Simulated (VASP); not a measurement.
# MgO2 (R-3m) in VASP: further runs

Runs on MgO2. Level: PBEsol. Tasks: single point.

Program: VASP 6.6.1. These are calculated values, not measurements. Logs are shortened: lines on timing, memory, paths and dates and some standing lists are left out, and cuts for length are marked.

### Step 1. The cell of the first run

The structure is trigonal, space group R-3m (No. 166). The conventional cell has a = 2.953 Å, b = 2.953 Å, c = 9.643 Å, α = 90.00°, β = 90.00°, γ = 120.00°. Mg (site symmetry -3m) has 6 O at 1.94 Å within 2.6 Å. Within 1.8 Å of O (site symmetry 3m) lie 1 O at 1.37 Å.

### Step 2. Single point, PBEsol (strain -0.080 along x and y, -0.080 along z)

The input, INCAR:

```
PREC = Accurate
ENCUT = 520
EDIFF = 1E-7
ISMEAR = 0
SIGMA = 0.05
LREAL = F
LASPH = T
NELM = 100
ALGO = Normal
ISIF = 2
LWAVE = F
LCHARG = T
GGA = PS
LELF = T
LVHAR = T
NBANDS = 14
```

The input, KPOINTS:

```
regular mesh
0
Gamma
  12 12 12
```

The input, POSCAR:

```
MgO2
1.0
    1.4763801347      0.8523884682      3.2144605649
   -1.4763801347      0.8523884682      3.2144605649
    0.0000000000     -1.7047769364      3.2144605649
Mg O
1 2
Direct
    0.0000000000      0.0000000000      0.0000000000
    0.4287860000      0.4287860000      0.4287860000
    0.5712140000      0.5712140000      0.5712140000
```

Potentials or basis: VASP PAW PBE potentials, release 64 (Mg, O).

Command:

```sh
> cat potpaw_PBE.64/Mg/POTCAR potpaw_PBE.64/O/POTCAR > POTCAR
> mpirun -np 1 vasp_std > vasp.out
```

OUTCAR:

```text
PREC = Accurate
   ENCUT = 520
   EDIFF = 1E-7
   ISMEAR = 0
   LREAL = F
   LASPH = T
   NELM = 100
   ISIF = 2
   GGA = PS

 ion  position               nearest neighbor table
   1  0.000  0.000  0.000-   3 1.94   3 1.94   2 1.94   2 1.94   3 1.94   2 1.94
   2  0.429  0.429  0.429-   3 1.37   1 1.94   1 1.94   1 1.94
   3  0.571  0.571  0.571-   2 1.37   1 1.94   1 1.94   1 1.94

  LATTYP: Found a trigonal (rhomboedric) cell.
 ALAT       =     3.6385465678
 COS(alpha) =     0.6707160928

  Lattice vectors:

 A1 = (   1.4763801347,   0.8523884682,   3.2144605649)
 A2 = (  -1.4763801347,   0.8523884682,   3.2144605649)
 A3 = (   0.0000000000,  -1.7047769364,   3.2144605649)

Analysis of symmetry for initial positions (statically):
=====================================================================
 Subroutine PRICEL returns:
 Original cell was already a primitive cell.

 Routine SETGRP: Setting up the symmetry group for a
 trigonal (rhombohedral) supercell.

 Subroutine GETGRP returns: Found 12 space group operations
 (whereof 12 operations were pure point group operations)
 out of a pool of 12 trial point group operations.

The static configuration has the point symmetry D_3d.

Analysis of symmetry for dynamics (positions and initial velocities):
=====================================================================
 Subroutine PRICEL returns:
 Original cell was already a primitive cell.

 Routine SETGRP: Setting up the symmetry group for a
 trigonal (rhombohedral) supercell.

 Subroutine GETGRP returns: Found 12 space group operations
 (whereof 12 operations were pure point group operations)
 out of a pool of 12 trial point group operations.

The dynamic configuration has the point symmetry D_3d.

 Subroutine INISYM returns: Found 12 space group operations
 (whereof 12 operations are pure point group operations),
 and found     1 'primitive' translations

----------------------------------------------------------------------------------------

                                     Primitive cell

  volume of cell :      24.2714

  direct lattice vectors                    reciprocal lattice vectors
     1.476380135  0.852388468  3.214460565     0.338666166  0.195529002  0.103698063
    -1.476380135  0.852388468  3.214460565    -0.338666166  0.195529002  0.103698063
     0.000000000 -1.704776936  3.214460565     0.000000000 -0.391058004  0.103698063

  length of vectors
     3.638546568  3.638546568  3.638546568     0.404573419  0.404573419  0.404573419

  position of ions in fractional coordinates (direct lattice)
     0.000000000  0.000000000  0.000000000
     0.428786000  0.428786000  0.428786000
     0.571214000  0.571214000  0.571214000

  ion indices of the primitive-cell ions
   primitive index   ion index
                 1           1
                 2           2
                 3           3

----------------------------------------------------------------------------------------

 KPOINTS: regular mesh

Automatic generation of k-mesh.
 Grid dimensions read from file:
 generate k-points for:   12   12   12

 Generating k-lattice:

  Cartesian coordinates                     Fractional coordinates (reciprocal lattice)
     0.028222181  0.016294084  0.008641505     0.083333333  0.000000000  0.000000000
    -0.028222181  0.016294084  0.008641505     0.000000000  0.083333333  0.000000000
     0.000000000 -0.032588167  0.008641505     0.000000000  0.000000000  0.083333333

  Length of vectors
     0.033714452  0.033714452  0.033714452

  Shift w.r.t. Gamma in fractional coordinates (k-lattice)
     0.000000000  0.000000000  0.000000000

 Subroutine IBZKPT returns following result:
 ===========================================

 Found    189 irreducible k-points:

 Following reciprocal coordinates:
            Coordinates               Weight
  0.000000  0.000000  0.000000      1.000000
  0.083333 -0.000000  0.000000      6.000000
  0.166667  0.000000  0.000000      6.000000
  0.250000  0.000000 -0.000000      6.000000
  0.333333  0.000000  0.000000      6.000000
  0.416667 -0.000000  0.000000      6.000000
[... 16 lines left out ...]
  0.500000  0.166667  0.000000     12.000000
 -0.416667  0.166667  0.000000     12.000000
 [... further k-points ...]
   k-points           NKPTS =    189   k-points in BZ     NKDIM =    189   number of bands    NBANDS=     14
   number of dos      NEDOS =    301   number of ions     NIONS =      3
   total plane-waves  NPLWV =  21952
   dimension x,y,z NGX =    28 NGY =   28 NGZ =   28
   dimension x,y,z NGXF=    56 NGYF=   56 NGZF=   56
   ions per type =               1   2
   NGX,Y,Z   is equivalent  to a cutoff of  12.79, 12.79, 12.79 a.u.
   NGXF,Y,Z  is equivalent  to a cutoff of  25.59, 25.59, 25.59 a.u.
 SYSTEM =  unknown system
   PREC   = accura    normal or accurate (medium, high low for compatibility)
   ISTART =      0    job   : 0-new  1-cont  2-samecut
   ICHARG =      2    charge: 1-file 2-atom 10-const
   ISPIN  =      1    spin polarized calculation?
   LNONCOLLINEAR =      F non collinear calculations
   LSORBIT =      F    spin-orbit coupling
   LASPH  =      T    aspherical Exc in radial PAW
   ENCUT  =  520.0 eV  38.22 Ry    6.18 a.u.   6.77  6.77  6.77*2*pi/ulx,y,z
   NELM   =    100;   NELMIN=  2; NELMDL= -5     # of ELM steps
   EDIFF  = 0.1E-06   stopping-criterion for ELM
   LREAL  =      F    real-space projection
   EDIFFG = 0.1E-05   stopping-criterion for IOM
   NSW    =      0    number of steps for IOM
   IBRION =     -1    ionic relax: 0-MD 1-quasi-New 2-CG
   NFREE  =      0    steps in history (QN), initial steepest desc. (CG)
   ISIF   =      2    stress and relaxation
   ISYM   =      2    0-nonsym 1-usesym 2-fastsym
   POTIM  = 0.5000    time-step for ionic-motion
   TEBEG  =    0.0;   TEEND  =   0.0 temperature during run
   PSTRESS=    0.0 pullay stress
   NELECT =      14.0000    total number of electrons
   NUPDOWN=      -1.0000    fix difference up-down
   EMIN   =  10.00;   EMAX   =-10.00  energy-range for DOS
   EFERMI =   0.00;   METHOD = LEGACY
   ISMEAR =     0;   SIGMA  =   0.05  broadening in eV -4-tet -1-fermi 0-gaus
   EFERMI_NEDOS =   21; number of points for ismear=-14 and -15
   IALGO  =     38    algorithm
   IMIX   =      4    mixing-type and parameters
     AMIX     =   0.40;   BMIX     =  1.00
     AMIX_MAG =   1.60;   BMIX_MAG =  1.00
  volume/ion in A,a.u.               =       8.09        54.60
  Fermi-wavevector in a.u.,A,eV,Ry     =   1.362759  2.575242 25.267553  1.857113
  Thomas-Fermi vector in A             =   2.489221
   LORBIT       =      0    0 simple, 1 ext, 2 COOP (PROOUT), +10 PAW based schemes
   GGA     = PS    functional components
   LHFCALC =     F    Hartree Fock is set to
   AEXX    =    0.0000 exact exchange contribution
   IVDW    =     0    specifies the selected vdW correction
   LEPSILON=     F    determine dielectric tensor
   LRPA    =     F    only Hartree local field effects (RPA)
 non-spin polarized calculation
 Gauss-broadening in eV      SIGMA  =   0.05
  energy-cutoff  :      520.00
  volume of cell :       24.27
 maximum number of plane-waves:       696
   NGX = 13   NGY = 13   NGZ = 13

 number of electron      14.0000002 magnetization

 Free energy of the ion-electron system (eV)
  ---------------------------------------------------
  ext. energy  EPLUGINS =         0.00000000
  ---------------------------------------------------
  free energy    TOTEN  =       -16.50670081 eV

  energy without entropy =      -16.50670081  energy(sigma->0) =      -16.50670081

 E-fermi :   5.3994     XC(G=0): -11.6968

 val. band max:        5.1283373226   @ k =   0.5000   0.5000   0.5000
 cond. band min:       9.0102540807   @ k =   0.4167   0.4167   0.4167
 fundamental gap:      3.8819167580
 Fermi energy:         5.3993622478

 k-point     1 :       0.0000    0.0000    0.0000
  band No.  band energies     occupation
      1     -18.7691      2.00000
      2      -9.4099      2.00000
      3      -4.5406      2.00000
      4       0.6611      2.00000
      5       0.6611      2.00000
      6       3.8770      2.00000
      7       3.8770      2.00000
      8      10.4133      0.00000
      9      11.1999      0.00000
     10      19.4972      0.00000
     11      20.5785      0.00000
     12      20.5785      0.00000
     13      21.2748      0.00000
     14      24.3038      0.00000

 k-point     2 :       0.0833   -0.0000    0.0000
  band No.  band energies     occupation
      1     -18.7212      2.00000
      2      -9.4529      2.00000
      3      -4.4645      2.00000
      4       0.4073      2.00000
      5       0.6220      2.00000
      6       3.8098      2.00000
      7       3.8450      2.00000
      8      10.6829      0.00000
      9      11.2837      0.00000
     10      19.3276      0.00000
     11      20.0775      0.00000
     12      20.8227      0.00000
     13      21.3781      0.00000
     14      23.9432      0.00000

 k-point     3 :       0.1667    0.0000    0.0000
  band No.  band energies     occupation
      1     -18.5881      2.00000
      2      -9.5665      2.00000
      3      -4.2619      2.00000
      4      -0.2413      2.00000
      5       0.5172      2.00000
      6       3.6662      2.00000
      7       3.7590      2.00000
      8      11.0672      0.00000
      9      11.7670      0.00000
     10      18.4870      0.00000
     11      19.7748      0.00000
     12      21.5368      0.00000
     13      21.5545      0.00000
     14      23.1854      0.00000
[... 324 lines left out ...]
 k-point    23 :       0.5000    0.1667    0.0000
  band No.  band energies     occupation
      1     -17.9620      2.00000
      2     -10.1749      2.00000
      3      -2.9515      2.00000
      4      -2.4864      2.00000
      5      -0.3275      2.00000
      6       3.0884      2.00000
      7       3.8405      2.00000
      8      10.5419      0.00000
      9      15.2758      0.00000
     10      16.4111      0.00000
     11      19.6920      0.00000
     12      21.4849      0.00000
     13      21.9974      0.00000
     14      24.3692      0.00000

 k-point    24 :      -0.4167    0.1667    0.0000
  band No.  band energies     occupation
      1     -17.9396      2.00000
      2     -10.0735      2.00000
      3      -3.2958      2.00000
      4      -2.2984      2.00000
      5      -0.3955      2.00000
      6       3.1592      2.00000
      7       3.5601      2.00000
      8      10.6335      0.00000
      9      15.2754      0.00000
     10      16.8418      0.00000
     11      19.9525      0.00000
     12      21.1270      0.00000
     13      21.9796      0.00000
     14      24.4036      0.00000

 [... further k-points ...]
[... 5 lines left out ...]
  --------------------------------------------------------------------------------------
  -------------------------------------------------------------------------------------
  Total        5.6063978      5.6063978     10.2972335      0.0000000      0.0000000      0.0000000
  in kB      370.0832117    370.0832117    679.7293674      0.0000000      0.0000000      0.0000000
  external PRESSURE =     473.2985969 kB  Pullay stress =       0.0000000 kB

 VOLUME and BASIS-vectors are now :
 -----------------------------------------------------------------------------
  energy-cutoff  :      520.00
  volume of cell :       24.27
      direct lattice vectors                 reciprocal lattice vectors
     1.476380135  0.852388468  3.214460565     0.338666166  0.195529002  0.103698063
    -1.476380135  0.852388468  3.214460565    -0.338666166  0.195529002  0.103698063
     0.000000000 -1.704776936  3.214460565     0.000000000 -0.391058004  0.103698063

 POSITION                                       TOTAL-FORCE (eV/Angst)
 -----------------------------------------------------------------------------------
      0.00000      0.00000      0.00000         0.000000      0.000000     -0.000000
      0.00000      0.00000      4.13495         0.000000     -0.000000     -1.518669
      0.00000      0.00000      5.50843         0.000000     -0.000000      1.518669
 -----------------------------------------------------------------------------------
    total drift:                               -0.000000      0.000000      0.000000

  FREE ENERGIE OF THE ION-ELECTRON SYSTEM (eV)
  ---------------------------------------------------
  free  energy   TOTEN  =       -16.5067008101 eV

  energy  without entropy=      -16.5067008101  energy(sigma->0) =      -16.50670081
```

Wall time 34 s (1 thread of Intel Xeon 6975P-C (Granite Rapids), shared host); peak memory 0.2 GiB.

Results:

| Item | Value |
| --- | --- |
| Free energy | -16.5067 eV |
| Pressure | 47.3 GPa |
| Largest force | 1.519 eV/Å |
| Band gap on the k mesh | 3.88 eV, indirect (least direct gap 3.94 eV) |

Forces in eV/Å, atoms in the order of the input:
```
Mg   0.000  0.000  0.000
O    0.000  0.000 -1.519
O    0.000  0.000  1.519
```

Levels at points of the mesh, in eV from the valence-band top:
```tsv
k point	band 3	band 4	band 5	band 6	band 7	band 8	band 9	band 10	band 11	band 12
(0.00, 0.00, 0.00)	-9.67	-4.47	-4.47	-1.25	-1.25	5.28	6.07	14.37	15.45	15.45
(0.50, 0.00, 0.00)	-8.28	-8.00	-5.02	-1.70	-1.50	5.43	9.23	12.02	14.37	16.08
(0.50, 0.50, 0.00)	-7.43	-7.22	-5.78	-2.73	-0.29	5.01	7.74	12.39	15.06	15.17
(0.50, 0.50, 0.50)	-5.74	-5.22	-5.22	0.00	0.00	3.94	4.82	11.98	15.54	15.54
```

Caveat: the cell differs from its parent crystal (strain -0.080 along x and y, -0.080 along z); the PAW data sets were made with another functional, which shifts forces and pressure a little. A k mesh can miss the band edges.

### Step 3. Single point, PBEsol (strain -0.080 along x and y, -0.040 along z)

The input, INCAR:

```
SYSTEM = MgO2
PREC = Accurate
ENCUT = 520
EDIFF = 1E-7
ISMEAR = 0
SIGMA = 0.05
LREAL = .FALSE.
LASPH = .TRUE.
NELM = 100
ALGO = Normal
ISIF = 2
LWAVE = .FALSE.
LCHARG = .FALSE.
GGA = PS
NBANDS = 14
```

The input, KPOINTS:

```
regular mesh
0
G
  12 12 12
  0 0 0
```

The input, POSCAR:

```
MgO2
1.0
    1.4763801347      0.8523884682      3.3542197199
   -1.4763801347      0.8523884682      3.3542197199
    0.0000000000     -1.7047769364      3.3542197199
Mg O
1 2
Direct
    0.0000000000      0.0000000000      0.0000000000
    0.4287860000      0.4287860000      0.4287860000
    0.5712140000      0.5712140000      0.5712140000
```

Potentials or basis: VASP PAW PBE potentials, release 64 (Mg, O).

Command:

```sh
> cat potpaw_PBE.64/Mg/POTCAR potpaw_PBE.64/O/POTCAR > POTCAR
> mpirun -np 1 vasp_std > vasp.out
```

It took 35 s on 1 thread of Intel Xeon 6975P-C (Granite Rapids), shared host; peak memory 0.2 GiB.

It converged, with:

- Free energy: -16.8231 eV
- Pressure: 30.9 GPa
- Largest force: 0.321 eV/Å
- Band gap on the k mesh: 2.82 eV, direct

Forces in eV/Å, atoms in the order of the input:
```
Mg   0.000  0.000  0.000
O    0.000  0.000  0.321
O    0.000  0.000 -0.321
```

Stress tensor (GPa, compression positive):
```
31.80  0.00  0.00
 0.00 31.80  0.00
 0.00  0.00 29.09
```

Levels at points of the mesh, in eV from the valence-band top:
| k point | band 5 | band 6 | band 7 | band 8 | band 9 | band 10 |
| --- | --- | --- | --- | --- | --- | --- |
| (0.00, 0.00, 0.00) | -3.77 | -1.07 | -1.07 | 5.35 | 5.69 | 13.54 |
| (0.50, 0.00, 0.00) | -4.33 | -1.63 | -1.53 | 4.58 | 9.56 | 12.40 |
| (0.50, 0.50, 0.00) | -5.01 | -2.73 | -0.33 | 4.01 | 8.34 | 12.75 |
| (0.50, 0.50, 0.50) | -4.44 | 0.00 | 0.00 | 2.82 | 5.47 | 11.40 |

Caveat: the cell differs from its parent crystal (strain -0.080 along x and y, -0.040 along z); the PAW data sets were made with another functional, which shifts forces and pressure a little.
